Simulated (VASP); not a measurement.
## C: single point with PBEsol

The system is C.

```
C
1.0
     8.40413    0.00000    0.00000
     8.04222    2.43968    0.00000
     8.04222    1.19300    2.12810
C
4
Direct
  0.08717 0.08717 0.08717
  0.75385 0.75385 0.75385
  0.24615 0.24615 0.24615
  0.91283 0.91283 0.91283
```

```
Program                : VASP 6.6.1
Task                   : single point
Functional             : PBEsol
Potentials or basis    : VASP PAW PBE potentials, release 64 (C)
Cutoff                 : 520 eV
k mesh                 : 12 × 12 × 12
Occupations            : gaussian, width 0.05 eV
Spin                   : no spin polarisation
Dipole correction      : no
Further INCAR settings : ALGO = Normal; EDIFF = 1e-06; NBANDS = 16
```

| Quantity | Value |
| --- | --- |
| Pressure | -1.5 GPa |
| Largest force | 0.004 eV/Å |
| Band gap on the k mesh | 0.19 eV, direct |

Forces on the atoms (eV/Å):
```
C    0.004  0.001  0.000
C   -0.004 -0.001  0.000
C    0.004  0.001  0.000
C   -0.004 -0.001  0.000
```

Stress tensor (GPa, compression positive):
```
-0.30  0.28  0.16
 0.28 -2.14  0.02
 0.16  0.02 -2.16
```

Levels at points of the mesh, in eV from the valence-band top:
```csv
k point,band 5,band 6,band 7,band 8,band 9,band 10,band 11,band 12
"(0.00, 0.00, 0.00)",-2.91,-2.91,-2.91,-2.91,3.21,6.86,8.37,8.37
"(0.50, 0.00, 0.00)",-6.31,-6.30,-2.43,-2.11,1.51,1.98,7.42,7.45
"(0.50, 0.50, 0.00)",-6.31,-6.30,-2.37,-2.17,1.60,1.88,7.39,7.47
"(0.50, 0.50, 0.50)",-2.91,-2.91,-2.91,-2.91,4.45,4.77,8.37,8.37
```

Wall time 26 min on 1 thread of AMD EPYC 7R43 64-Core Processor (Zen 3) (shared host), peak memory 0.53 GiB.

Caveat: the PAW data sets were made with another functional, which shifts forces and pressure a little. A k mesh can miss the band edges.
